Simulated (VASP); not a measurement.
Wanted: the native input for a VASP 6.6.1 run.

```yaml
Task: single point
Functional: HSE06
Potentials_or_basis: VASP PAW PBE potentials, release 64 (Al, N)
Cutoff: 520 eV
k_mesh: 8 × 8 × 8
Occupations: gaussian, width 0.01 eV
Spin: no spin polarisation
Dipole_correction: no
Grid_for_exact_exchange_PRECFOCK: Normal
Further_INCAR_settings: ALGO = Normal; EDIFF = 1e-06; NBANDS = 11
Screening_parameter: 0.2079 1/Å
```

Crystal: AlN.

```
CELL_PARAMETERS angstrom
0.00000 1.96840 1.96840
1.96840 0.00000 1.96840
1.96840 1.96840 0.00000
ATOMIC_POSITIONS crystal
Al 0.00000 0.00000 0.00000
N 0.50000 0.50000 0.50000
```

This cell differs from its parent crystal: strain -2.5%.

One way to write it, as run:

POSCAR

```
AlN
1.0
    0.0000000000      1.9683967343      1.9683967343
    1.9683967343      0.0000000000      1.9683967343
    1.9683967343      1.9683967343      0.0000000000
Al N
1 1
Direct
    0.0000000000      0.0000000000      0.0000000000
    0.5000000000      0.5000000000      0.5000000000
```

INCAR.step1

```
PREC     = Accurate       # precision mode
ENCUT    = 520            # plane-wave cutoff, eV
EDIFF    = 1E-5           # SCF threshold, eV
ISMEAR   = 0              # smearing method
SIGMA    = 0.01           # smearing width, eV
LREAL    = False          # projectors in reciprocal space
LASPH    = True           # aspherical terms in the spheres
NELM     = 60             # most SCF steps
ALGO     = Normal         # electronic algorithm
ISIF     = 2              # what is computed and relaxed
LWAVE    = True           # write WAVECAR
LCHARG   = False          # write CHGCAR
NBANDS   = 11             # bands
GGA      = PE             # functional
```

INCAR.step2

```
PREC     = Accurate       # precision mode
ENCUT    = 520            # plane-wave cutoff, eV
EDIFF    = 1E-6           # SCF threshold, eV
ISMEAR   = 0              # smearing method
SIGMA    = 0.01           # smearing width, eV
LREAL    = False          # projectors in reciprocal space
LASPH    = True           # aspherical terms in the spheres
NELM     = 60             # most SCF steps
ALGO     = Normal         # electronic algorithm
ISIF     = 2              # what is computed and relaxed
LWAVE    = False          # write WAVECAR
LCHARG   = False          # write CHGCAR
GGA      = PE             # functional
LHFCALC  = True           # exact exchange
HFSCREEN = 0.2079         # screening, 1/A
PRECFOCK = Normal       
NBANDS   = 11             # bands
ISTART   = 1
```

KPOINTS

```
regular mesh
0
Gamma
  8 8 8
```

Potentials or basis: VASP PAW PBE potentials, release 64 (Al, N).

The run is started by

```console
$ cat potpaw_PBE.64/Al/POTCAR potpaw_PBE.64/N/POTCAR > POTCAR
$ cp INCAR.step1 INCAR
$ mpirun -np 1 vasp_std > vasp.out
$ cp INCAR.step2 INCAR
$ mpirun -np 1 vasp_std > vasp.out
```

Results of the run:

- Pressure: 22.8 GPa
- Band gap on the k mesh: 6.50 eV, indirect (least direct gap 8.51 eV)

Caveat: the cell differs from its parent crystal (strain -2.5%); the PAW data sets were made with another functional, which shifts forces and pressure a little.

Wall time 12 min on 1 thread of Intel Xeon 6975P-C, with other jobs on the host, peak memory 0.25 GiB.
